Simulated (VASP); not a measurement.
# Cd4SeS3 (P-4m2) in VASP: single point with PBE

Aim: the single point of Cd4SeS3 with PBE.

Program: VASP 6.6.1. These are calculated values, not measurements. Logs are shortened: lines on timing, memory, paths and dates and some standing lists are left out, and cuts for length are marked.

## Step 1: The cell of the first run

It takes space group P-4m2 (No. 115, tetragonal). Conventional cell: a = 4.242 Å, b = 4.242 Å, c = 11.961 Å, α = 90.00°, β = 90.00°, γ = 90.00°. Within 3.4 Å of Cd (site symmetry 2mm) lie 4 S at 2.57 Å. Cd (site symmetry 2mm) has 2 S at 2.58 Å and 2 Se at 2.66 Å within 3.4 Å. Se (site symmetry -4m2) has 4 Cd at 2.66 Å within 3.5 Å. S (site symmetry 2mm) has 4 Cd at 2.57 to 2.58 Å within 3.4 Å. Within 3.4 Å of S (site symmetry -4m2) lie 4 Cd at 2.57 Å.

## Step 2: Single point, PBE

INCAR

```
SYSTEM = Cd4SeS3
ALGO = Normal ; EDIFF = 1E-6
ENCUT = 520 ; GGA = PE
ISIF = 2 ; ISMEAR = 0
LASPH = .True. ; LCHARG = .True.
LELF = .True. ; LREAL = .False.
LVHAR = .True. ; LWAVE = .False.
NBANDS = 46 ; NELM = 60
PREC = Accurate ; SIGMA = 0.02
```

KPOINTS

```
k-points
0
Gamma
  6 6 4
  0 0 0
```

POSCAR

```
Cd4SeS3
1.0
    4.2418401793      0.0000000000      0.0000000000
    0.0000000000      4.2418401793      0.0000000000
    0.0000000000      0.0000000000     11.9614619347
Cd Se S
4 1 3
Direct
    0.5000000000      0.0000000000      0.6216115045
    0.0000000000      0.5000000000      0.8655708080
    0.5000000000      0.0000000000      0.1344291920
    0.0000000000      0.5000000000      0.3783884955
    0.0000000000      0.0000000000      0.0000000000
    0.5000000000      0.5000000000      0.2565630569
    0.0000000000      0.0000000000      0.5000000000
    0.5000000000      0.5000000000      0.7434369431
```

Potentials or basis: VASP PAW PBE potentials, release 64 (Cd, Se, S).

Run with:

```bash
$ cat potpaw_PBE.64/Cd/POTCAR potpaw_PBE.64/Se/POTCAR potpaw_PBE.64/S/POTCAR > POTCAR
$ mpirun -np 1 vasp_std > vasp.out
```

OUTCAR:

```text
SYSTEM = Cd4SeS3
   EDIFF = 1E-6
   ENCUT = 520
   GGA = PE
   ISIF = 2
   ISMEAR = 0
   LASPH = .True.
   LREAL = .False.
   NELM = 60
   PREC = Accurate

 ion  position               nearest neighbor table
   1  0.500  0.000  0.622-   7 2.57   7 2.57   8 2.57   8 2.57
   2  0.000  0.500  0.866-   8 2.58   8 2.58   5 2.66   5 2.66
   3  0.500  0.000  0.134-   6 2.58   6 2.58   5 2.66   5 2.66
   4  0.000  0.500  0.378-   7 2.57   7 2.57   6 2.57   6 2.57
   5  0.000  0.000  0.000-   2 2.66   3 2.66   2 2.66   3 2.66
   6  0.500  0.500  0.257-   4 2.57   4 2.57   3 2.58   3 2.58
   7  0.000  0.000  0.500-   1 2.57   4 2.57   4 2.57   1 2.57
   8  0.500  0.500  0.743-   1 2.57   1 2.57   2 2.58   2 2.58

  LATTYP: Found a simple tetragonal cell.
 ALAT       =     4.2418401793
 C/A-ratio  =     2.8198756740

  Lattice vectors:

 A1 = (   4.2418401793,   0.0000000000,   0.0000000000)
 A2 = (   0.0000000000,   4.2418401793,   0.0000000000)
 A3 = (   0.0000000000,   0.0000000000,  11.9614619347)

Analysis of symmetry for initial positions (statically):
=====================================================================
 Subroutine PRICEL returns:
 Original cell was already a primitive cell.

 Routine SETGRP: Setting up the symmetry group for a
 simple tetragonal supercell.

 Subroutine GETGRP returns: Found  8 space group operations
 (whereof  8 operations were pure point group operations)
 out of a pool of 16 trial point group operations.

The static configuration has the point symmetry D_2d.

Analysis of symmetry for dynamics (positions and initial velocities):
=====================================================================
 Subroutine PRICEL returns:
 Original cell was already a primitive cell.

 Routine SETGRP: Setting up the symmetry group for a
 simple tetragonal supercell.

 Subroutine GETGRP returns: Found  8 space group operations
 (whereof  8 operations were pure point group operations)
 out of a pool of 16 trial point group operations.

The dynamic configuration has the point symmetry D_2d.

 Subroutine INISYM returns: Found  8 space group operations
 (whereof  8 operations are pure point group operations),
 and found     1 'primitive' translations

----------------------------------------------------------------------------------------

                                     Primitive cell

  volume of cell :     215.2251

  direct lattice vectors                    reciprocal lattice vectors
     4.241840179  0.000000000  0.000000000     0.235746741  0.000000000  0.000000000
     0.000000000  4.241840179  0.000000000     0.000000000  0.235746741  0.000000000
     0.000000000  0.000000000 11.961461935     0.000000000  0.000000000  0.083601821

  length of vectors
     4.241840179  4.241840179 11.961461935     0.235746741  0.235746741  0.083601821

  position of ions in fractional coordinates (direct lattice)
     0.500000000  0.000000000  0.621611505
     0.000000000  0.500000000  0.865570808
     0.500000000  0.000000000  0.134429192
     0.000000000  0.500000000  0.378388495
     0.000000000  0.000000000  0.000000000
     0.500000000  0.500000000  0.256563057
     0.000000000  0.000000000  0.500000000
     0.500000000  0.500000000  0.743436943

  ion indices of the primitive-cell ions
   primitive index   ion index
                 1           1
                 2           2
                 3           3
                 4           4
                 5           5
                 6           6
                 7           7
                 8           8

----------------------------------------------------------------------------------------

 KPOINTS: k-points

Automatic generation of k-mesh.
 Grid dimensions read from file:
 generate k-points for:    6    6    4

 Generating k-lattice:

  Cartesian coordinates                     Fractional coordinates (reciprocal lattice)
     0.039291124  0.000000000  0.000000000     0.166666667  0.000000000  0.000000000
     0.000000000  0.039291124  0.000000000     0.000000000  0.166666667  0.000000000
     0.000000000  0.000000000  0.020900455     0.000000000  0.000000000  0.250000000

  Length of vectors
     0.039291124  0.039291124  0.020900455

  Shift w.r.t. Gamma in fractional coordinates (k-lattice)
     0.000000000  0.000000000  0.000000000

 Subroutine IBZKPT returns following result:
 ===========================================

 Found     30 irreducible k-points:

 Following reciprocal coordinates:
            Coordinates               Weight
  0.000000  0.000000  0.000000      1.000000
  0.166667  0.000000  0.000000      4.000000
  0.333333  0.000000  0.000000      4.000000
  0.500000  0.000000  0.000000      2.000000
  0.166667  0.166667  0.000000      4.000000
  0.333333  0.166667  0.000000      8.000000
[... 16 lines left out ...]
  0.333333  0.000000  0.500000      4.000000
  0.500000  0.000000  0.500000      2.000000
 [... further k-points ...]
   k-points           NKPTS =     30   k-points in BZ     NKDIM =     30   number of bands    NBANDS=     46
   number of dos      NEDOS =    301   number of ions     NIONS =      8
   total plane-waves  NPLWV =  92160
   dimension x,y,z NGX =    32 NGY =   32 NGZ =   90
   dimension x,y,z NGXF=    64 NGYF=   64 NGZF=  180
   ions per type =               4   1   3
   NGX,Y,Z   is equivalent  to a cutoff of  12.54, 12.54, 12.51 a.u.
   NGXF,Y,Z  is equivalent  to a cutoff of  25.08, 25.08, 25.02 a.u.
 SYSTEM =  Cd4SeS3
   PREC   = accura    normal or accurate (medium, high low for compatibility)
   ISTART =      0    job   : 0-new  1-cont  2-samecut
   ICHARG =      2    charge: 1-file 2-atom 10-const
   ISPIN  =      1    spin polarized calculation?
   LNONCOLLINEAR =      F non collinear calculations
   LSORBIT =      F    spin-orbit coupling
   LASPH  =      T    aspherical Exc in radial PAW
   ENCUT  =  520.0 eV  38.22 Ry    6.18 a.u.   7.89  7.89 22.24*2*pi/ulx,y,z
   NELM   =     60;   NELMIN=  2; NELMDL= -5     # of ELM steps
   EDIFF  = 0.1E-05   stopping-criterion for ELM
   LREAL  =      F    real-space projection
   EDIFFG = 0.1E-04   stopping-criterion for IOM
   NSW    =      0    number of steps for IOM
   IBRION =     -1    ionic relax: 0-MD 1-quasi-New 2-CG
   NFREE  =      0    steps in history (QN), initial steepest desc. (CG)
   ISIF   =      2    stress and relaxation
   ISYM   =      2    0-nonsym 1-usesym 2-fastsym
   POTIM  = 0.5000    time-step for ionic-motion
   TEBEG  =    0.0;   TEEND  =   0.0 temperature during run
   PSTRESS=    0.0 pullay stress
   NELECT =      72.0000    total number of electrons
   NUPDOWN=      -1.0000    fix difference up-down
   EMIN   =  10.00;   EMAX   =-10.00  energy-range for DOS
   EFERMI =   0.00;   METHOD = LEGACY
   ISMEAR =     0;   SIGMA  =   0.02  broadening in eV -4-tet -1-fermi 0-gaus
   EFERMI_NEDOS =   21; number of points for ismear=-14 and -15
   IALGO  =     38    algorithm
   IMIX   =      4    mixing-type and parameters
     AMIX     =   0.40;   BMIX     =  1.00
     AMIX_MAG =   1.60;   BMIX_MAG =  1.00
  volume/ion in A,a.u.               =      26.90       181.55
  Fermi-wavevector in a.u.,A,eV,Ry     =   1.136461  2.147601 17.572531  1.291545
  Thomas-Fermi vector in A             =   2.273167
   LORBIT       =      0    0 simple, 1 ext, 2 COOP (PROOUT), +10 PAW based schemes
   GGA     = PE    functional components
   LHFCALC =     F    Hartree Fock is set to
   AEXX    =    0.0000 exact exchange contribution
   IVDW    =     0    specifies the selected vdW correction
   LEPSILON=     F    determine dielectric tensor
   LRPA    =     F    only Hartree local field effects (RPA)
 non-spin polarized calculation
 Gauss-broadening in eV      SIGMA  =   0.02
  energy-cutoff  :      520.00
  volume of cell :      215.23
 maximum number of plane-waves:      5828
 NGX is ok and might be reduce to    32
   NGX = 15   NGY = 15   NGZ = 45

 number of electron      72.0000026 magnetization

 Free energy of the ion-electron system (eV)
  ---------------------------------------------------
  ext. energy  EPLUGINS =         0.00000000
  ---------------------------------------------------
  free energy    TOTEN  =       -23.90653700 eV

  energy without entropy =      -23.90653700  energy(sigma->0) =      -23.90653700

 E-fermi :   0.9721     XC(G=0):  -8.8575

 val. band max:        0.8630409949   @ k =   0.0000   0.0000   0.0000
 cond. band min:       1.7068722153   @ k =   0.0000   0.0000   0.0000
 fundamental gap:      0.8438312204
 Fermi energy:         0.9720570697

 k-point     1 :       0.0000    0.0000    0.0000
  band No.  band energies     occupation
      1     -11.3277      2.00000
      2     -11.0985      2.00000
      3     -11.0682      2.00000
      4     -10.8414      2.00000
      5      -6.8125      2.00000
      6      -6.8125      2.00000
[... 38 lines left out ...]
     45       7.2129      0.00000
     46       7.2175      0.00000

 k-point     2 :       0.1667    0.0000    0.0000
  band No.  band energies     occupation
      1     -11.2645      2.00000
      2     -11.0667      2.00000
      3     -11.0378      2.00000
      4     -10.8439      2.00000
      5      -6.7952      2.00000
      6      -6.7763      2.00000
[... 38 lines left out ...]
     45       7.3768      0.00000
     46       7.5169      0.00000

 k-point     3 :       0.3333    0.0000    0.0000
  band No.  band energies     occupation
      1     -11.1143      2.00000
      2     -11.0025      2.00000
      3     -10.9767      2.00000
      4     -10.8705      2.00000
      5      -6.7505      2.00000
      6      -6.7204      2.00000
[... 1018 lines left out ...]
     45       7.6612      0.00000
     46       7.6791      0.00000

 k-point    24 :       0.5000    0.0000    0.5000
  band No.  band energies     occupation
      1     -10.9883      2.00000
      2     -10.9543      2.00000
      3     -10.9482      2.00000
      4     -10.9470      2.00000
      5      -6.7116      2.00000
      6      -6.7110      2.00000
[... 38 lines left out ...]
     45       7.7475      0.00000
     46       7.8894      0.00000

 [... further k-points ...]

------------------------ aborting loop because EDIFF is reached ----------------------------------------

  FORCE on cell =-STRESS in cart. coord.  units (eV):
  Direction    XX          YY          ZZ          XY          YZ          ZX
  --------------------------------------------------------------------------------------
  -------------------------------------------------------------------------------------
  Total        0.3844201      0.3844201      0.4233622      0.0000000      0.0000000     -0.0000000
  in kB        2.8616977      2.8616977      3.1515906      0.0000000      0.0000000     -0.0000000
  external PRESSURE =       2.9583287 kB  Pullay stress =       0.0000000 kB

 VOLUME and BASIS-vectors are now :
 -----------------------------------------------------------------------------
  energy-cutoff  :      520.00
  volume of cell :      215.23
      direct lattice vectors                 reciprocal lattice vectors
     4.241840179  0.000000000  0.000000000     0.235746741  0.000000000  0.000000000
     0.000000000  4.241840179  0.000000000     0.000000000  0.235746741  0.000000000
     0.000000000  0.000000000 11.961461935     0.000000000  0.000000000  0.083601821

 POSITION                                       TOTAL-FORCE (eV/Angst)
 -----------------------------------------------------------------------------------
      2.12092      0.00000      7.43538         0.000000     -0.000000      0.000616
      0.00000      2.12092     10.35349         0.000000     -0.000000     -0.000940
      2.12092      0.00000      1.60797        -0.000000      0.000000      0.000940
      0.00000      2.12092      4.52608         0.000000      0.000000     -0.000616
      0.00000      0.00000      0.00000         0.000000     -0.000000      0.000000
      2.12092      2.12092      3.06887         0.000000     -0.000000     -0.001547
      0.00000      0.00000      5.98073         0.000000     -0.000000      0.000000
      2.12092      2.12092      8.89259         0.000000      0.000000      0.001547
 -----------------------------------------------------------------------------------
    total drift:                                0.000000      0.000000     -0.000000

  FREE ENERGIE OF THE ION-ELECTRON SYSTEM (eV)
  ---------------------------------------------------
  free  energy   TOTEN  =       -23.9065370020 eV

  energy  without entropy=      -23.9065370020  energy(sigma->0) =      -23.90653700
```

Wall time 7.5 min (1 thread of AMD EPYC 7R13, shared host); peak memory 0.41 GiB.

Results:

```yaml
Free_energy: -23.9065 eV
Pressure: 0.3 GPa
Band_gap_on_the_k_mesh: 0.84 eV, direct
```

A k mesh can miss the band edges.
